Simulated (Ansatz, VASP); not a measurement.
# Two plane-wave programs on TaTi2Si3

```
CELL_PARAMETERS angstrom
5.08051 0.00000 0.00000
-2.54026 4.39985 0.00000
0.00000 0.00000 4.19369
ATOMIC_POSITIONS crystal
Ti 0.33333 0.66667 0.00000
Ti 0.66667 0.33333 0.00000
Ta 0.00000 0.00000 0.00000
Si 0.50000 0.00000 0.50000
Si 0.50000 0.50000 0.50000
Si 0.00000 0.50000 0.50000
```

Change from the starting cell: species swapped into the CeGa3Pd2 type (P6/mmm, No. 191).

Alike in both runs: functional PBE; k mesh 6 × 6 × 4; occupations gaussian, width 0.1 eV; no spin polarisation.

Ansatz relaxed the structure, and its values are those at the end. VASP's run is a single point on that final structure, the one shown.

```csv
,VASP,Ansatz
version,VASP 6.6.1,Ansatz 0.2.0
potentials or method,"VASP PAW PBE potentials, release 64 (Ti_sv, Ta_pv, Si), cutoff 520 eV","scalar-relativistic, plane waves, PAW"
valence electrons in the cell,47,49
```

Ansatz gave:

```
gap on the k mesh at the Fermi level (eV) : none
pressure (GPa)                            : 0.1
```

Q: What did VASP give for the same quantities?

A: gap on the k mesh at the Fermi level (eV): none; pressure (GPa): 0.0.

A gap of «none» marks a metal or a gap that the smearing closes. VASP's potentials hold 47 valence electrons a cell and Ansatz's 49, so a difference there can come from the potentials and not from the codes.

The k mesh is coarse, so the values compare programs but aren't converged. Neither program's run includes spin-orbit coupling.
